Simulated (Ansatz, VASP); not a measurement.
Given: the input of a run of Ansatz 0.2.0 on Pb.

The input input.yaml:

```yaml
crystal:
  lattice:
    - [3.5257947253, 0.0, 0.0]
    - [-1.7628973626, 3.0534278007, 0.0]
    - [0.0, 0.0, 5.6635610674]
  atoms:
    - { symbol: Pb, position: [0.6666666667, 0.3333333333, 0.75] }
    - { symbol: Pb, position: [0.3333333333, 0.6666666667, 0.25] }
hamiltonian:
  xc: r2scan
  pseudopotentials: { kind: paw }
kpoints:
  mp_grid: { grid: [9, 9, 5] }
scf:
  occupations: { method: fermi_dirac, width: 0.05 }
output:
  forces: true
  stress: true
  eigenvalues: true
```

Potentials or basis: Ansatz PAW.

The run is started by

```bash
$ ansatz run input.yaml --threads 2 --pin off --max-ram 5632MiB --backend cpu --events-out ev --progress --plain --runs-dir out
```

Q: Set up the same calculation for VASP 6.6.1. Potentials there: VASP PAW PBE potentials, release 64 (Pb_d).

A: As run (the cutoff follows the program's own potentials):

File POSCAR:

```
Pb
1.0
    3.5257947253      0.0000000000      0.0000000000
   -1.7628973626      3.0534278007      0.0000000000
    0.0000000000      0.0000000000      5.6635610674
Pb
2
Direct
    0.6666666667      0.3333333333      0.7500000000
    0.3333333333      0.6666666667      0.2500000000
```

File INCAR.step1:

```
  PREC = Accurate
  ENCUT = 520
  ISMEAR = -1
  SIGMA = 0.05
  LREAL = False
  LASPH = True
  NELM = 60
  NBANDS = 21
  GGA = PE
  ALGO = Normal
  EDIFF = 1E-4
  LWAVE = True
  LCHARG = False
```

Contents of INCAR.step2:

```
  PREC = Accurate
  ENCUT = 520
  EDIFF = 1E-6
  ISMEAR = -1
  SIGMA = 0.05
  LREAL = False
  LASPH = True
  NELM = 60
  ALGO = Normal
  ISIF = 2
  LWAVE = False
  LCHARG = False
  METAGGA = R2SCAN
  LMIXTAU = True
  NBANDS = 21
  ISTART = 1
```

Contents of KPOINTS:

```
Automatic mesh
0
Gamma
  9 9 5
```

Potentials or basis: VASP PAW PBE potentials, release 64 (Pb_d).

Run with:

```console
$ cat potpaw_PBE.64/Pb_d/POTCAR > POTCAR
$ cp INCAR.step1 INCAR
$ mpirun -np 1 vasp_std > vasp.out
$ cp INCAR.step2 INCAR
$ mpirun -np 1 vasp_std > vasp.out
```

Both were run:

|  | VASP | Ansatz | Ansatz less VASP |
| --- | --- | --- | --- |
| gap on the k mesh at the Fermi level (eV) | none | none | - |
| pressure (GPa) | 0.9 | 0.9 | -0.01 |
| traceless stress, the component that is largest in VASP (GPa) | 2.15 | 2.18 | +0.030 |

VASP's potentials were made for PBE, not for r2SCAN. A gap of «none» marks a metal or a gap that the smearing closes.

Spin-orbit coupling is off throughout.
